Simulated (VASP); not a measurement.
Set up this calculation in VASP 6.6.1, as the native input.

| Item | Value |
| --- | --- |
| Task | density of states |
| Functional | PBE |
| Potentials or basis | VASP PAW PBE potentials, release 64 (Sc_sv) |
| Cutoff | 520 eV |
| k mesh | 16 × 16 × 16 |
| Occupations | fermi-dirac, width 0.05 eV |
| Spin | no spin polarisation |
| Dipole correction | no |
| k mesh for the DOS | 24 × 24 × 24 |
| Occupations for the DOS | tetrahedron |
| Further INCAR settings | ALGO = Normal; EDIFF = 1e-07; NBANDS = 12 |

Sc:

```
CELL_PARAMETERS angstrom
-1.35527 1.35527 1.35527
1.35527 -1.35527 1.35527
1.35527 1.35527 -1.35527
ATOMIC_POSITIONS crystal
Sc 0.00000 0.00000 0.00000
```

This cell differs from its parent crystal: volume scaled by 0.4.

These files were run (other wordings do the same):

POSCAR

```
Sc
1.0
   -1.3552740570      1.3552740570      1.3552740570
    1.3552740570     -1.3552740570      1.3552740570
    1.3552740570      1.3552740570     -1.3552740570
Sc
1
Direct
    0.0000000000      0.0000000000      0.0000000000
```

INCAR.step1

```
SYSTEM = Sc
  ALGO = Normal
  EDIFF = 1E-7
  ENCUT = 520
  GGA = PE
  ISIF = 2
  ISMEAR = -1
  LASPH = .True.
  LCHARG = .True.
  LMAXMIX = 4
  LREAL = .False.
  LWAVE = .False.
  NBANDS = 12
  NELM = 60
  PREC = Accurate
  SIGMA = 0.05
```

KPOINTS.step1

```
k-points
0
Gamma
  16 16 16
  0 0 0
```

INCAR.step2

```
SYSTEM = Sc
  ALGO = Normal
  EDIFF = 1E-7
  ENCUT = 520
  GGA = PE
  ICHARG = 11
  ISIF = 2
  ISMEAR = -5
  LASPH = .True.
  LCHARG = .False.
  LMAXMIX = 4
  LORBIT = 11
  LREAL = .False.
  LWAVE = .False.
  NBANDS = 12
  NEDOS = 1001
  NELM = 60
  PREC = Accurate
  SIGMA = 0.05
```

KPOINTS.step2

```
k-points
0
Gamma
  24 24 24
  0 0 0
```

Potentials or basis: VASP PAW PBE potentials, release 64 (Sc_sv).

Command:

```bash
$ cat potpaw_PBE.64/Sc_sv/POTCAR > POTCAR
$ cp INCAR.step1 INCAR
$ cp KPOINTS.step1 KPOINTS
$ mpirun -np 1 vasp_std > vasp.out
$ cp INCAR.step2 INCAR
$ cp KPOINTS.step2 KPOINTS
$ mpirun -np 1 vasp_std > vasp.out
```

Run time: 40 s on 1 thread of Intel(R) Xeon(R) Platinum 8488C (Sapphire Rapids) (shared host), peak memory 0.18 GiB.
